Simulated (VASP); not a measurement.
# GaGe (F-43m) in VASP: settings compared

The runs below take GaGe through single point, with PBE, PBEsol.

Program: VASP 6.6.1. These are calculated values, not measurements. Logs are shortened: lines on timing, memory, paths and dates and some standing lists are left out, and cuts for length are marked.

## (1) The cell of the first run

Symmetry: F-43m, No. 216, cubic system. The conventional cell has a = 5.796 Å, b = 5.796 Å, c = 5.796 Å, α = 90.00°, β = 90.00°, γ = 90.00°. Within 3.3 Å of Ga (site symmetry -43m) lie 4 Ge at 2.51 Å. Within 3.3 Å of Ge (site symmetry -43m) lie 4 Ga at 2.51 Å.

## (2) Single point, PBE

Contents of INCAR:

```
SYSTEM = GaGe
PREC = Accurate
ENCUT = 520
EDIFF = 1E-6
ISMEAR = 0
SIGMA = 0.1
LREAL = .FALSE.
LASPH = .TRUE.
NELM = 100
ALGO = Normal
ISIF = 2
LWAVE = .FALSE.
LCHARG = .FALSE.
GGA = PE
NBANDS = 20
```

Contents of KPOINTS:

```
regular mesh
0
G
  1 1 1
  0 0 0
```

Contents of POSCAR:

```
GaGe
1.0
    0.0000000000      2.8978440000      2.8978440000
    2.8978440000      0.0000000000      2.8978440000
    2.8978440000      2.8978440000      0.0000000000
Ga Ge
1 1
Direct
    0.7500000000      0.7500000000      0.7500000000
    0.0000000000      0.0000000000      0.0000000000
```

Potentials or basis: VASP PAW PBE potentials, release 64 (Ga_d, Ge_d).

The run is started by

```sh
> cat potpaw_PBE.64/Ga_d/POTCAR potpaw_PBE.64/Ge_d/POTCAR > POTCAR
> mpirun -np 1 vasp_gam > vasp.out
```

OUTCAR:

```text
SYSTEM = GaGe
   PREC = Accurate
   ENCUT = 520
   EDIFF = 1E-6
   ISMEAR = 0
   LREAL = .FALSE.
   LASPH = .TRUE.
   NELM = 100
   ISIF = 2
   GGA = PE

 ion  position               nearest neighbor table
   1  0.750  0.750  0.750-   2 2.51   2 2.51   2 2.51   2 2.51
   2  0.000  0.000  0.000-   1 2.51   1 2.51   1 2.51   1 2.51

  LATTYP: Found a face centered cubic cell.
 ALAT       =     5.7956880000

  Lattice vectors:

 A1 = (   0.0000000000,   2.8978440000,   2.8978440000)
 A2 = (   2.8978440000,   0.0000000000,   2.8978440000)
 A3 = (   2.8978440000,   2.8978440000,   0.0000000000)

Analysis of symmetry for initial positions (statically):
=====================================================================
 Subroutine PRICEL returns:
 Original cell was already a primitive cell.

 Routine SETGRP: Setting up the symmetry group for a
 face centered cubic supercell.

 Subroutine GETGRP returns: Found 24 space group operations
 (whereof 24 operations were pure point group operations)
 out of a pool of 48 trial point group operations.

The static configuration has the point symmetry T_d .

Analysis of symmetry for dynamics (positions and initial velocities):
=====================================================================
 Subroutine PRICEL returns:
 Original cell was already a primitive cell.

 Routine SETGRP: Setting up the symmetry group for a
 face centered cubic supercell.

 Subroutine GETGRP returns: Found 24 space group operations
 (whereof 24 operations were pure point group operations)
 out of a pool of 48 trial point group operations.

The dynamic configuration has the point symmetry T_d .

 Subroutine INISYM returns: Found 24 space group operations
 (whereof 24 operations are pure point group operations),
 and found     1 'primitive' translations

----------------------------------------------------------------------------------------

                                     Primitive cell

  volume of cell :      48.6693

  direct lattice vectors                    reciprocal lattice vectors
     0.000000000  2.897844000  2.897844000    -0.172542069  0.172542069  0.172542069
     2.897844000  0.000000000  2.897844000     0.172542069 -0.172542069  0.172542069
     2.897844000  2.897844000  0.000000000     0.172542069  0.172542069 -0.172542069

  length of vectors
     4.098170286  4.098170286  4.098170286     0.298851630  0.298851630  0.298851630

  position of ions in fractional coordinates (direct lattice)
     0.750000000  0.750000000  0.750000000
     0.000000000  0.000000000  0.000000000

  ion indices of the primitive-cell ions
   primitive index   ion index
                 1           1
                 2           2

----------------------------------------------------------------------------------------

 KPOINTS: regular mesh

Automatic generation of k-mesh.
 Grid dimensions read from file:
 generate k-points for:    1    1    1

 Generating k-lattice:

  Cartesian coordinates                     Fractional coordinates (reciprocal lattice)
    -0.172542069  0.172542069  0.172542069     1.000000000  0.000000000  0.000000000
     0.172542069 -0.172542069  0.172542069     0.000000000  1.000000000  0.000000000
     0.172542069  0.172542069 -0.172542069     0.000000000  0.000000000  1.000000000

  Length of vectors
     0.298851630  0.298851630  0.298851630

  Shift w.r.t. Gamma in fractional coordinates (k-lattice)
     0.000000000  0.000000000  0.000000000

 Subroutine IBZKPT returns following result:
 ===========================================

 Found      1 irreducible k-points:

 Following reciprocal coordinates:
            Coordinates               Weight
  0.000000  0.000000  0.000000      1.000000
   k-points           NKPTS =      1   k-points in BZ     NKDIM =      1   number of bands    NBANDS=     20
   number of dos      NEDOS =    301   number of ions     NIONS =      2
   total plane-waves  NPLWV =  27000
   dimension x,y,z NGX =    30 NGY =   30 NGZ =   30
   dimension x,y,z NGXF=    60 NGYF=   60 NGZF=   60
   ions per type =               1   1
   NGX,Y,Z   is equivalent  to a cutoff of  12.17, 12.17, 12.17 a.u.
   NGXF,Y,Z  is equivalent  to a cutoff of  24.34, 24.34, 24.34 a.u.
 SYSTEM =  GaGe
   PREC   = accura    normal or accurate (medium, high low for compatibility)
   ISTART =      0    job   : 0-new  1-cont  2-samecut
   ICHARG =      2    charge: 1-file 2-atom 10-const
   ISPIN  =      1    spin polarized calculation?
   LNONCOLLINEAR =      F non collinear calculations
   LSORBIT =      F    spin-orbit coupling
   LASPH  =      T    aspherical Exc in radial PAW
   ENCUT  =  520.0 eV  38.22 Ry    6.18 a.u.   7.62  7.62  7.62*2*pi/ulx,y,z
   NELM   =    100;   NELMIN=  2; NELMDL= -5     # of ELM steps
   EDIFF  = 0.1E-05   stopping-criterion for ELM
   LREAL  =      F    real-space projection
   EDIFFG = 0.1E-04   stopping-criterion for IOM
   NSW    =      0    number of steps for IOM
   IBRION =     -1    ionic relax: 0-MD 1-quasi-New 2-CG
   NFREE  =      0    steps in history (QN), initial steepest desc. (CG)
   ISIF   =      2    stress and relaxation
   ISYM   =      2    0-nonsym 1-usesym 2-fastsym
   POTIM  = 0.5000    time-step for ionic-motion
   TEBEG  =    0.0;   TEEND  =   0.0 temperature during run
   PSTRESS=    0.0 pullay stress
   NELECT =      27.0000    total number of electrons
   NUPDOWN=      -1.0000    fix difference up-down
   EMIN   =  10.00;   EMAX   =-10.00  energy-range for DOS
   EFERMI =   0.00;   METHOD = LEGACY
   ISMEAR =     0;   SIGMA  =   0.10  broadening in eV -4-tet -1-fermi 0-gaus
   EFERMI_NEDOS =   21; number of points for ismear=-14 and -15
   IALGO  =     38    algorithm
   IMIX   =      4    mixing-type and parameters
     AMIX     =   0.40;   BMIX     =  1.00
     AMIX_MAG =   1.60;   BMIX_MAG =  1.00
  volume/ion in A,a.u.               =      24.33       164.22
  Fermi-wavevector in a.u.,A,eV,Ry     =   1.345172  2.542006 24.619567  1.809487
  Thomas-Fermi vector in A             =   2.473106
   LORBIT       =      0    0 simple, 1 ext, 2 COOP (PROOUT), +10 PAW based schemes
   GGA     = PE    functional components
   LHFCALC =     F    Hartree Fock is set to
   AEXX    =    0.0000 exact exchange contribution
   IVDW    =     0    specifies the selected vdW correction
   LEPSILON=     F    determine dielectric tensor
   LRPA    =     F    only Hartree local field effects (RPA)
 non-spin polarized calculation
 Gauss-broadening in eV      SIGMA  =   0.10
  energy-cutoff  :      520.00
  volume of cell :       48.67
 maximum number of plane-waves:       682
 NGX is ok and might be reduce to    30
   NGX = 15   NGY = 15   NGZ = 15

 number of electron      26.9999991 magnetization

 Free energy of the ion-electron system (eV)
  ---------------------------------------------------
  ext. energy  EPLUGINS =         0.00000000
  ---------------------------------------------------
  free energy    TOTEN  =        10.23210917 eV

  energy without entropy =       10.33812092  energy(sigma->0) =       10.28511504

 E-fermi :   5.6604     XC(G=0):  -9.0764

 val. band max:        5.5919926476   @ k =   0.0000   0.0000   0.0000
 cond. band min:       5.9594497930   @ k =   0.0000   0.0000   0.0000
 fundamental gap:      0.3674571454
 Fermi energy:         5.6603952868

 k-point     1 :       0.0000    0.0000    0.0000
  band No.  band energies     occupation
      1     -18.8002      2.00000
      2     -18.8002      2.00000
      3     -18.8002      2.00000
      4     -18.7876      2.00000
      5     -18.7876      2.00000
      6     -11.0726      2.00000
[... 12 lines left out ...]
     19      11.2205      0.00000
     20      14.2645      0.00000

------------------------ aborting loop because EDIFF is reached ----------------------------------------

  FORCE on cell =-STRESS in cart. coord.  units (eV):
  Direction    XX          YY          ZZ          XY          YZ          ZX
  --------------------------------------------------------------------------------------
  -------------------------------------------------------------------------------------
  Total       11.4520968     11.4520968     11.4520968      0.0000000      0.0000000     -0.0000000
  in kB      376.9993404    376.9993404    376.9993404      0.0000000      0.0000000     -0.0000000
  external PRESSURE =     376.9993404 kB  Pullay stress =       0.0000000 kB

 VOLUME and BASIS-vectors are now :
 -----------------------------------------------------------------------------
  energy-cutoff  :      520.00
  volume of cell :       48.67
      direct lattice vectors                 reciprocal lattice vectors
     0.000000000  2.897844000  2.897844000    -0.172542069  0.172542069  0.172542069
     2.897844000  0.000000000  2.897844000     0.172542069 -0.172542069  0.172542069
     2.897844000  2.897844000  0.000000000     0.172542069  0.172542069 -0.172542069

 POSITION                                       TOTAL-FORCE (eV/Angst)
 -----------------------------------------------------------------------------------
      4.34677      4.34677      4.34677         0.000000      0.000000     -0.000000
      0.00000      0.00000      0.00000        -0.000000     -0.000000      0.000000
 -----------------------------------------------------------------------------------
    total drift:                                0.000002      0.000002      0.000001

  FREE ENERGIE OF THE ION-ELECTRON SYSTEM (eV)
  ---------------------------------------------------
  free  energy   TOTEN  =        10.2321091685 eV

  energy  without entropy=       10.3381209172  energy(sigma->0) =       10.28511504
```

It took 9.2 s on 1 thread of Intel Xeon 8259CL, shared host; peak memory 0.15 GiB.

What came out:

```
Free energy : 10.2321 eV
Pressure    : 37.7 GPa
```

Levels at points of the mesh, in eV from the Fermi level:
```
           k point  band 10  band 11  band 12  band 13  band 14  band 15  band 16  band 17  band 18  band 19
(0.00, 0.00, 0.00)   -16.70   -12.37    -0.07    -0.07    -0.07     0.30     2.24     2.24     2.24     5.56
```

Caveat: the k points lie up to 1.88 Å⁻¹ apart.

## (3) Single point, PBEsol

Contents of INCAR:

```
SYSTEM = GaGe
ALGO     = Normal         ! electronic algorithm
EDIFF    = 1E-6           ! SCF threshold, eV
ENCUT    = 520            ! plane-wave cutoff, eV
GGA      = PS             ! functional
ISIF     = 2              ! what is computed and relaxed
ISMEAR   = 0              ! smearing method
LASPH    = .TRUE.         ! aspherical terms in the spheres
LCHARG   = .FALSE.        ! write CHGCAR
LREAL    = .FALSE.        ! projectors in reciprocal space
LWAVE    = .FALSE.        ! write WAVECAR
NBANDS   = 20             ! bands
NELM     = 100            ! most SCF steps
PREC     = Accurate       ! precision mode
SIGMA    = 0.1            ! smearing width, eV
```

Contents of KPOINTS:

```
Automatic mesh
0
Gamma
  1 1 1
  0 0 0.5
```

POSCAR is that of step 2.

Potentials or basis: VASP PAW PBE potentials, release 64 (Ga_d, Ge_d).

The run is started by

```sh
> cat potpaw_PBE.64/Ga_d/POTCAR potpaw_PBE.64/Ge_d/POTCAR > POTCAR
> mpirun -np 1 vasp_std > vasp.out
```

It took 7.9 s on 1 thread of Intel Xeon 8259CL, shared host; peak memory 0.16 GiB.

The run converged. Its results:

```
Free energy : -5.0051 eV
Pressure    : 2.8 GPa
```

Levels at points of the mesh, in eV from the Fermi level:
| k point | band 11 | band 12 | band 13 | band 14 | band 15 | band 16 | band 17 | band 18 |
| --- | --- | --- | --- | --- | --- | --- | --- | --- |
| (0.00, 0.00, 0.50) | -8.97 | -5.87 | -0.05 | -0.05 | 1.56 | 4.79 | 4.79 | 7.56 |

Caveat: the k points lie up to 1.88 Å⁻¹ apart; the PAW data sets were made with another functional, which shifts forces and pressure a little.
